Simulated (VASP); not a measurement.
A run of VASP 6.6.1:

Contents of INCAR:

```
  PREC = Accurate
  ENCUT = 520
  EDIFF = 1E-7
  ISMEAR = 0
  SIGMA = 0.15
  LREAL = False
  LASPH = True
  NELM = 60
  ALGO = Fast
  ISIF = 2
  LWAVE = False
  LCHARG = False
  GGA = PE
  NBANDS = 17
```

KPOINTS

```
regular mesh
0
Gamma
  12 12 6
```

File POSCAR:

```
Sr
1.0
    4.5771689351      0.0000000000      0.0000000000
   -2.2885844675      3.5573861572      0.0000000000
    0.0000000000      0.0000000000      6.7678499241
Sr
2
Direct
    0.3333333333      0.6666666667      0.2500000000
    0.6666666667      0.3333333333      0.7500000000
```

Potentials or basis: VASP PAW PBE potentials, release 64 (Sr_sv).

Run with:

```sh
$ cat potpaw_PBE.64/Sr_sv/POTCAR > POTCAR
$ mpirun -np 1 vasp_std > vasp.out
```

Hardware: 1 thread of AMD EPYC 9R45 96-Core Processor (Zen 5) (shared host).

Question: How long does it take, and how much memory?

Answer: Wall time 2.8 min on 1 thread of AMD EPYC 9R45 96-Core Processor (Zen 5), on a shared host, peak memory 0.39 GiB. Counts: scf iterations 18, k points 172.
